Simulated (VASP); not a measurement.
Crystal: LaZn.

```
La Zn
1.0
     3.75000    0.00000    0.00000
     0.00000    3.75000    0.00000
     0.00000    0.00000    3.75000
La Zn
1 1
Direct
  0.50000 0.50000 0.50000
  0.00000 0.00000 0.00000
```

| Quantity | Value |
| --- | --- |
| Program | VASP 6.6.1 |
| Task | relaxation of cell and atoms |
| Functional | PBEsol |
| Potentials or basis | VASP PAW PBE potentials, release 64 (La, Zn) |
| Cutoff | 600 eV |
| k mesh | 12 × 12 × 12 |
| Occupations | fermi-dirac, width 0.08 eV |
| Spin | no spin polarisation |

At the start: pressure -2.3 GPa; volume 26.37 Å³/atom.

Task: How do energy, volume and symmetry change on relaxing?

Result: Over 3 steps the energy falls by 9.2 meV/atom and the volume is 25.13 Å³/atom (-4.7 %); space group Pm-3m (No. 221, to 0.1 Å) before and after.

Step by step:
```
step  energy change (eV)  largest force (eV/Å)  pressure (GPa)  volume (Å³)
   1              0.0000                0.0000           -2.31        52.73
   2             -0.0180                0.0000            0.40        49.89
   3             -0.0184                0.0000            0.00        50.26
```

Final structure:
```
La Zn
1.0
     3.69052    0.00000    0.00000
     0.00000    3.69052    0.00000
     0.00000    0.00000    3.69052
La Zn
1 1
Direct
  0.50000 0.50000 0.50000
  0.00000 0.00000 0.00000
```

Caveat: the PAW data sets were made with another functional, which shifts forces and pressure a little.
